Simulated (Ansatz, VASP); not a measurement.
One calculation of MgSiN, two programs

```
Mg Si N
1.0
     3.06759    0.00000    0.00000
     0.00000    3.06759    0.00000
     0.00000    0.00000    3.82150
Mg Si N
1 1 1
Direct
  0.00000 0.00000 0.00000
  0.50000 0.50000 0.50000
  0.50000 0.50000 0.00000
```

Change from the starting cell: species swapped into the HoCoC type (P4/mmm, No. 123).

Alike in both runs: functional PBE; k mesh 14 × 14 × 14; occupations gaussian, width 0.1 eV; no spin polarisation.

Ansatz relaxed the structure, and its values are those at the end. VASP's run is a single point on that final structure, the one shown.

|  | VASP | Ansatz |
| --- | --- | --- |
| version | VASP 6.6.1 | Ansatz 0.2.0 |
| potentials or method | VASP PAW PBE potentials, release 64 (Mg, Si, N), cutoff 520 eV | scalar-relativistic, plane waves, PAW |
| valence electrons in the cell | 11 | 19 |

VASP gave:

```
gap on the k mesh at the Fermi level (eV) : none
pressure (GPa)                            : -0.3
```

Which values does Ansatz return?

gap on the k mesh at the Fermi level (eV): none; pressure (GPa): 0.0.

A gap of «none» marks a metal or a gap that the smearing closes. VASP's potentials hold 11 valence electrons a cell and Ansatz's 19, so a difference there can come from the potentials and not from the codes.
